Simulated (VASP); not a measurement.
## Sr3Ta: single point with PBE

Sr3Ta:

```xyz
8
Lattice="7.7361 0.0000 0.0000 -3.8681 6.6997 0.0000 0.0000 0.0000 5.7947" Properties=species:S:1:pos:R:3 pbc="T T T"
Sr    3.8681    4.2977    1.4487
Sr   -1.7879    5.4987    4.3460
Sr    2.0802    1.2010    1.4487
Sr    0.0000    2.4020    4.3460
Sr    5.6560    1.2010    1.4487
Sr    1.7879    5.4987    4.3460
Ta    0.0000    4.4665    1.4487
Ta    3.8681    2.2332    4.3460
```

* Program: VASP 6.6.1
* Task: single point
* Functional: PBE
* Potentials or basis: VASP PAW PBE potentials, release 64 (Sr_sv, Ta_pv)
* Cutoff: 520 eV
* k mesh: 3 × 3 × 4
* Occupations: gaussian, width 0.1 eV
* Spin: no spin polarisation

| Item | Value |
| --- | --- |
| Pressure | 0.0 GPa |
| Band gap on the k mesh | zero (band 41 reaches 2.54 eV, above the bottom of band 42 at 2.14 eV) |

Levels at points of the mesh, in eV from the Fermi level:
| k point | band 37 | band 38 | band 39 | band 40 | band 41 | band 42 | band 43 | band 44 | band 45 | band 46 |
| --- | --- | --- | --- | --- | --- | --- | --- | --- | --- | --- |
| (0.00, 0.00, 0.00) | -0.73 | -0.73 | -0.53 | -0.53 | -0.16 | 0.04 | 0.09 | 0.09 | 0.50 | 0.50 |
| (0.00, 0.00, 0.50) | -1.09 | -1.09 | 0.10 | 0.10 | 0.16 | 0.16 | 0.16 | 0.16 | 1.15 | 1.15 |

It took 4.6 min on 1 thread of Intel(R) Xeon(R) Platinum 8375C CPU @ 2.90GHz (Ice Lake) (shared host), peak memory 0.47 GiB.

Caveat: spin-orbit coupling is left out, which moves the levels of the heavy elements.
